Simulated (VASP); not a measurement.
# TiB2 (P6/mmm) in VASP: notebook

TiB2 is run at these levels: PBEsol; tasks: single point, relaxation of shape and atoms at fixed volume.

All numbers are computed with VASP 6.6.1; they aren't measurements. Logs are shortened: lines on timing, memory, paths and dates and some standing lists are left out, and cuts for length are marked.

## 1. The cell of the first run

It takes space group P6/mmm (No. 191, hexagonal). Conventional cell: a = 3.068 Å, b = 3.068 Å, c = 3.265 Å, α = 90.00°, β = 90.00°, γ = 120.00°. Ti (site symmetry 6/mmm) has 12 B at 2.41 Å and 6 Ti at 3.07 Å within 3.2 Å. Within 2.4 Å of B (site symmetry -6m2) lie 3 B at 1.77 Å.

## 2. Single point, PBEsol (volume scaled by 1.06, then relaxed in part)

INCAR reads:

```
SYSTEM = TiB2
  ALGO = Normal
  EDIFF = 1E-6
  ENCUT = 520
  GGA = PS
  ISIF = 2
  ISMEAR = 0
  LASPH = .TRUE.
  LCHARG = .TRUE.
  LELF = .TRUE.
  LREAL = .FALSE.
  LVHAR = .TRUE.
  LWAVE = .FALSE.
  NBANDS = 16
  NELM = 60
  PREC = Accurate
  SIGMA = 0.1
```

KPOINTS reads:

```
k-points
0
G
  18 18 14
  0 0 0
```

POSCAR reads:

```
TiB2
1.0
    3.0684816382      0.0000000000      0.0000000000
   -1.5342408191      2.6573830498      0.0000000000
    0.0000000000      0.0000000000      3.2650324558
Ti B
1 2
Direct
    0.0000000000      0.0000000000      0.0000000000
    0.3333333333      0.6666666667      0.5000000000
    0.6666666667      0.3333333333      0.5000000000
```

Potentials or basis: VASP PAW PBE potentials, release 64 (Ti_sv, B).

Run with:

```sh
$ cat potpaw_PBE.64/Ti_sv/POTCAR potpaw_PBE.64/B/POTCAR > POTCAR
$ mpirun -np 1 vasp_std > vasp.out
```

OUTCAR:

```text
SYSTEM = TiB2
   EDIFF = 1E-6
   ENCUT = 520
   GGA = PS
   ISIF = 2
   ISMEAR = 0
   LASPH = .TRUE.
   LREAL = .FALSE.
   NELM = 60
   PREC = Accurate

 ion  position               nearest neighbor table
   1  0.000  0.000  0.000-   2 2.41   3 2.41   2 2.41   3 2.41   3 2.41   3 2.41   2 2.41   2 2.41
                             3 2.41   3 2.41   2 2.41   2 2.41
   2  0.333  0.667  0.500-   3 1.77   3 1.77   3 1.77   1 2.41   1 2.41   1 2.41   1 2.41   1 2.41
                             1 2.41
   3  0.667  0.333  0.500-   2 1.77   2 1.77   2 1.77   1 2.41   1 2.41   1 2.41   1 2.41   1 2.41
                             1 2.41

  LATTYP: Found a hexagonal cell.
 ALAT       =     3.0684816382
 C/A-ratio  =     1.0640547478

  Lattice vectors:

 A1 = (   3.0684816382,   0.0000000000,   0.0000000000)
 A2 = (  -1.5342408191,   2.6573830498,   0.0000000000)
 A3 = (   0.0000000000,   0.0000000000,   3.2650324558)

Analysis of symmetry for initial positions (statically):
=====================================================================
 Subroutine PRICEL returns:
 Original cell was already a primitive cell.

 Routine SETGRP: Setting up the symmetry group for a
 hexagonal supercell.

 Subroutine GETGRP returns: Found 24 space group operations
 (whereof 24 operations were pure point group operations)
 out of a pool of 24 trial point group operations.

The static configuration has the point symmetry D_6h.

Analysis of symmetry for dynamics (positions and initial velocities):
=====================================================================
 Subroutine PRICEL returns:
 Original cell was already a primitive cell.

 Routine SETGRP: Setting up the symmetry group for a
 hexagonal supercell.

 Subroutine GETGRP returns: Found 24 space group operations
 (whereof 24 operations were pure point group operations)
 out of a pool of 24 trial point group operations.

The dynamic configuration has the point symmetry D_6h.

 Subroutine INISYM returns: Found 24 space group operations
 (whereof 24 operations are pure point group operations),
 and found     1 'primitive' translations

----------------------------------------------------------------------------------------

                                     Primitive cell

  volume of cell :      26.6235

  direct lattice vectors                    reciprocal lattice vectors
     3.068481638  0.000000000  0.000000000     0.325894080  0.188155035  0.000000000
    -1.534240819  2.657383050  0.000000000     0.000000000  0.376310069  0.000000000
     0.000000000  0.000000000  3.265032456     0.000000000  0.000000000  0.306275669

  length of vectors
     3.068481638  3.068481638  3.265032456     0.376310069  0.376310069  0.306275669

  position of ions in fractional coordinates (direct lattice)
     0.000000000  0.000000000  0.000000000
     0.333333333  0.666666667  0.500000000
     0.666666667  0.333333333  0.500000000

  ion indices of the primitive-cell ions
   primitive index   ion index
                 1           1
                 2           2
                 3           3

----------------------------------------------------------------------------------------

 KPOINTS: k-points

Automatic generation of k-mesh.
 Grid dimensions read from file:
 generate k-points for:   18   18   14

 Generating k-lattice:

  Cartesian coordinates                     Fractional coordinates (reciprocal lattice)
     0.018105227  0.010453057  0.000000000     0.055555556  0.000000000  0.000000000
     0.000000000  0.020906115  0.000000000     0.000000000  0.055555556  0.000000000
     0.000000000  0.000000000  0.021876834     0.000000000  0.000000000  0.071428571

  Length of vectors
     0.020906115  0.020906115  0.021876834

  Shift w.r.t. Gamma in fractional coordinates (k-lattice)
     0.000000000  0.000000000  0.000000000

 Subroutine IBZKPT returns following result:
 ===========================================

 Found    296 irreducible k-points:

 Following reciprocal coordinates:
            Coordinates               Weight
  0.000000  0.000000  0.000000      1.000000
  0.055556 -0.000000  0.000000      6.000000
  0.111111 -0.000000  0.000000      6.000000
  0.166667 -0.000000  0.000000      6.000000
  0.222222 -0.000000  0.000000      6.000000
  0.277778 -0.000000  0.000000      6.000000
[... 16 lines left out ...]
  0.333333  0.111111  0.000000     12.000000
  0.388889  0.111111  0.000000     12.000000
 [... further k-points ...]
   k-points           NKPTS =    296   k-points in BZ     NKDIM =    296   number of bands    NBANDS=     16
   number of dos      NEDOS =    301   number of ions     NIONS =      3
   total plane-waves  NPLWV =  13824
   dimension x,y,z NGX =    24 NGY =   24 NGZ =   24
   dimension x,y,z NGXF=    48 NGYF=   48 NGZF=   48
   ions per type =               1   2
   NGX,Y,Z   is equivalent  to a cutoff of  13.00, 13.00, 12.22 a.u.
   NGXF,Y,Z  is equivalent  to a cutoff of  26.01, 26.01, 24.44 a.u.
 SYSTEM =  TiB2
   PREC   = accura    normal or accurate (medium, high low for compatibility)
   ISTART =      0    job   : 0-new  1-cont  2-samecut
   ICHARG =      2    charge: 1-file 2-atom 10-const
   ISPIN  =      1    spin polarized calculation?
   LNONCOLLINEAR =      F non collinear calculations
   LSORBIT =      F    spin-orbit coupling
   LASPH  =      T    aspherical Exc in radial PAW
   ENCUT  =  520.0 eV  38.22 Ry    6.18 a.u.   5.71  5.71  6.07*2*pi/ulx,y,z
   NELM   =     60;   NELMIN=  2; NELMDL= -5     # of ELM steps
   EDIFF  = 0.1E-05   stopping-criterion for ELM
   LREAL  =      F    real-space projection
[... 7 lines left out ...]
   TEBEG  =    0.0;   TEEND  =   0.0 temperature during run
   PSTRESS=    0.0 pullay stress
   NELECT =      18.0000    total number of electrons
   NUPDOWN=      -1.0000    fix difference up-down
   EMIN   =  10.00;   EMAX   =-10.00  energy-range for DOS
   EFERMI =   0.00;   METHOD = LEGACY
   ISMEAR =     0;   SIGMA  =   0.10  broadening in eV -4-tet -1-fermi 0-gaus
   EFERMI_NEDOS =   21; number of points for ismear=-14 and -15
   IALGO  =     38    algorithm
   IMIX   =      4    mixing-type and parameters
     AMIX     =   0.40;   BMIX     =  1.00
     AMIX_MAG =   1.60;   BMIX_MAG =  1.00
  volume/ion in A,a.u.               =       8.87        59.89
  Fermi-wavevector in a.u.,A,eV,Ry     =   1.436847  2.715248 28.089636  2.064530
  Thomas-Fermi vector in A             =   2.555990
   LORBIT       =      0    0 simple, 1 ext, 2 COOP (PROOUT), +10 PAW based schemes
   GGA     = PS    functional components
   LHFCALC =     F    Hartree Fock is set to
   AEXX    =    0.0000 exact exchange contribution
   IVDW    =     0    specifies the selected vdW correction
   LEPSILON=     F    determine dielectric tensor
   LRPA    =     F    only Hartree local field effects (RPA)
 non-spin polarized calculation
 Gauss-broadening in eV      SIGMA  =   0.10
  energy-cutoff  :      520.00
  volume of cell :       26.62
 maximum number of plane-waves:       730
 NGX is ok and might be reduce to    24
   NGX = 11   NGY = 11   NGZ = 13

 number of electron      18.0000001 magnetization

 Free energy of the ion-electron system (eV)
  ---------------------------------------------------
  ext. energy  EPLUGINS =         0.00000000
  ---------------------------------------------------
  free energy    TOTEN  =       -25.72960495 eV

  energy without entropy =      -25.72780260  energy(sigma->0) =      -25.72870378

 E-fermi :   9.5408     XC(G=0): -12.6947

 val. band max:        9.5323923447   @ k =   0.0556   0.0556   0.5000
 cond. band min:       9.5470689301   @ k =   0.0556   0.0556   0.2857
 fundamental gap:      0.0146765854
 Fermi energy:         9.5408068296

 k-point     1 :       0.0000    0.0000    0.0000
  band No.  band energies     occupation
      1     -47.2813      2.00000
      2     -23.7315      2.00000
      3     -23.4354      2.00000
      4     -23.4354      2.00000
      5      -3.7559      2.00000
      6       6.9820      2.00000
[... 8 lines left out ...]
     15      15.1000      0.00000
     16      16.1372      0.00000

 k-point     2 :       0.0556   -0.0000    0.0000
  band No.  band energies     occupation
      1     -47.2798      2.00000
      2     -23.7297      2.00000
      3     -23.4466      2.00000
      4     -23.4380      2.00000
      5      -3.6980      2.00000
      6       6.8090      2.00000
[... 8 lines left out ...]
     15      15.4798      0.00000
     16      16.3208      0.00000

 k-point     3 :       0.1111   -0.0000    0.0000
  band No.  band energies     occupation
      1     -47.2758      2.00000
      2     -23.7245      2.00000
      3     -23.4785      2.00000
      4     -23.4453      2.00000
      5      -3.5256      2.00000
      6       6.3260      2.00000
[... 8 lines left out ...]
     15      16.3499      0.00000
     16      16.8898      0.00000

 k-point     4 :       0.1667   -0.0000    0.0000
  band No.  band energies     occupation
      1     -47.2695      2.00000
      2     -23.7164      2.00000
      3     -23.5271      2.00000
      4     -23.4564      2.00000
      5      -3.2428      2.00000
      6       5.6243      2.00000
[... 8 lines left out ...]
     15      17.4591      0.00000
     16      17.5260      0.00000

 k-point     5 :       0.2222   -0.0000    0.0000
  band No.  band energies     occupation
      1     -47.2618      2.00000
      2     -23.7065      2.00000
      3     -23.5862      2.00000
      4     -23.4700      2.00000
      5      -2.8558      2.00000
      6       4.7942      2.00000
[... 8 lines left out ...]
     15      16.9196      0.00000
     16      18.3472      0.00000

 k-point     6 :       0.2778   -0.0000    0.0000
  band No.  band energies     occupation
      1     -47.2536      2.00000
      2     -23.6960      2.00000
      3     -23.6485      2.00000
      4     -23.4845      2.00000
      5      -2.3721      2.00000
      6       3.9007      2.00000
[... 8 lines left out ...]
     15      16.4992      0.00000
     16      18.3114      0.00000

 k-point     7 :       0.3333   -0.0000    0.0000
  band No.  band energies     occupation
      1     -47.2459      2.00000
      2     -23.7066      2.00000
      3     -23.6861      2.00000
      4     -23.4981      2.00000
      5      -1.7999      2.00000
      6       2.9867      2.00000
[... 8 lines left out ...]
     15      16.5266      0.00000
     16      18.1105      0.00000

 k-point     8 :       0.3889   -0.0000    0.0000
  band No.  band energies     occupation
      1     -47.2396      2.00000
      2     -23.7535      2.00000
      3     -23.6780      2.00000
      4     -23.5091      2.00000
      5      -1.1477      2.00000
      6       2.0802      2.00000
[... 8 lines left out ...]
     15      16.6069      0.00000
     16      17.7934      0.00000

 k-point     9 :       0.4444   -0.0000    0.0000
  band No.  band energies     occupation
      1     -47.2355      2.00000
      2     -23.7840      2.00000
      3     -23.6727      2.00000
      4     -23.5162      2.00000
      5      -0.4246      2.00000
      6       1.2008      2.00000
[... 8 lines left out ...]
     15      16.6832      0.00000
     16      17.4635      0.00000
[... 172 lines left out ...]
 k-point    19 :       0.1111    0.1111    0.0000
  band No.  band energies     occupation
      1     -47.2660      2.00000
      2     -23.7120      2.00000
      3     -23.5500      2.00000
      4     -23.4665      2.00000
      5      -3.0755      2.00000
      6       5.3901      2.00000
[... 8 lines left out ...]
     15      17.0928      0.00000
     16      17.2243      0.00000

 k-point    20 :       0.1667    0.1111    0.0000
  band No.  band energies     occupation
      1     -47.2588      2.00000
      2     -23.7027      2.00000
      3     -23.6012      2.00000
      4     -23.4835      2.00000
      5      -2.6921      2.00000
      6       4.7042      2.00000
[... 8 lines left out ...]
     15      16.8994      0.00000
     16      17.8274      0.00000

 k-point    21 :       0.2222    0.1111    0.0000
  band No.  band energies     occupation
      1     -47.2511      2.00000
      2     -23.6928      2.00000
      3     -23.6549      2.00000
      4     -23.5019      2.00000
      5      -2.2123      2.00000
      6       3.9110      2.00000
[... 8 lines left out ...]
     15      16.9934      0.00000
     16      18.3404      0.00000

 k-point    22 :       0.2778    0.1111    0.0000
  band No.  band energies     occupation
      1     -47.2439      2.00000
      2     -23.7049      2.00000
      3     -23.6835      2.00000
      4     -23.5192      2.00000
      5      -1.6441      2.00000
      6       3.0580      2.00000
[... 8 lines left out ...]
     15      17.0463      0.00000
     16      18.3147      0.00000

 k-point    23 :       0.3333    0.1111    0.0000
  band No.  band energies     occupation
      1     -47.2380      2.00000
      2     -23.7454      2.00000
      3     -23.6759      2.00000
      4     -23.5333      2.00000
      5      -0.9963      2.00000
      6       2.1866      2.00000
[... 8 lines left out ...]
     15      17.0947      0.00000
     16      18.1602      0.00000

 k-point    24 :       0.3889    0.1111    0.0000
  band No.  band energies     occupation
      1     -47.2341      2.00000
      2     -23.7716      2.00000
      3     -23.6709      2.00000
      4     -23.5426      2.00000
      5      -0.2781      2.00000
      6       1.3271      2.00000
[... 8 lines left out ...]
     15      17.1530      0.00000
     16      17.9836      0.00000

 [... further k-points ...]
[... 5 lines left out ...]
  --------------------------------------------------------------------------------------
  -------------------------------------------------------------------------------------
  Total       -2.2154525     -2.2154525     -2.2295752      0.0000000      0.0000000      0.0000000
  in kB     -133.3238475   -133.3238475   -134.1737370      0.0000000      0.0000000      0.0000000
  external PRESSURE =    -133.6071440 kB  Pullay stress =       0.0000000 kB

 VOLUME and BASIS-vectors are now :
 -----------------------------------------------------------------------------
  energy-cutoff  :      520.00
  volume of cell :       26.62
      direct lattice vectors                 reciprocal lattice vectors
     3.068481638  0.000000000  0.000000000     0.325894080  0.188155035  0.000000000
    -1.534240819  2.657383050  0.000000000     0.000000000  0.376310069  0.000000000
     0.000000000  0.000000000  3.265032456     0.000000000  0.000000000  0.306275669

 POSITION                                       TOTAL-FORCE (eV/Angst)
 -----------------------------------------------------------------------------------
      0.00000      0.00000      0.00000        -0.000000      0.000000     -0.000000
     -0.00000      1.77159      1.63252         0.000000     -0.000000      0.000000
      1.53424      0.88579      1.63252        -0.000000      0.000000     -0.000000
 -----------------------------------------------------------------------------------
    total drift:                               -0.000000      0.000000      0.000000

  FREE ENERGIE OF THE ION-ELECTRON SYSTEM (eV)
  ---------------------------------------------------
  free  energy   TOTEN  =       -25.7296049492 eV

  energy  without entropy=      -25.7278026025  energy(sigma->0) =      -25.72870378
```

Wall time 45 s (1 thread of Intel Xeon Platinum 8488C (Sapphire Rapids), shared host); peak memory 0.23 GiB.

Results:

```yaml
Free_energy: -25.7296 eV
Pressure: -13.4 GPa
Band_gap_on_the_k_mesh: zero (band 9 reaches 9.88 eV, above the bottom of band 10 at 9.31 eV)
```

Caveat: the PAW data sets were made with another functional, which shifts forces and pressure a little.

(Continued in part 2 of 2.)
